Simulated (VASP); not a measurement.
A run of VASP 6.6.1 is set up as follows.

Contents of INCAR:

```
SYSTEM = BeTe
ALGO = Normal ; EDIFF = 1E-6
ENCUT = 520 ; GGA = CA
ISIF = 2 ; ISMEAR = 0
LASPH = .TRUE. ; LCHARG = .FALSE.
LREAL = .FALSE. ; LWAVE = .FALSE.
NBANDS = 11 ; NELM = 100
PREC = Accurate ; SIGMA = 0.05
```

Contents of KPOINTS:

```
k-points
0
G
  10 10 10
  0 0 0
```

POSCAR

```
BeTe
1.0
    0.0000000000      2.6066698000      3.1280037600
    2.6066698000      0.0000000000      3.1280037600
    2.6066698000      2.6066698000      0.0000000000
Be Te
1 1
Direct
    0.0000000000      0.0000000000      0.0000000000
    0.7500000000      0.7500000000      0.7500000000
```

Potentials or basis: VASP PAW LDA potentials, release 64 (Be, Te).

Command:

```bash
$ cat potpaw_LDA.64/Be/POTCAR potpaw_LDA.64/Te/POTCAR > POTCAR
$ mpirun -np 1 vasp_std > vasp.out
```

(1) What does it give for the pressure?

(2) Estimate the band gap on the k mesh.

Answers

(1) 0.8 GPa.

(2) 0.94 eV, indirect (least direct gap 2.43 eV).

Caveat: spin-orbit coupling is left out, which moves the levels of the heavy elements.
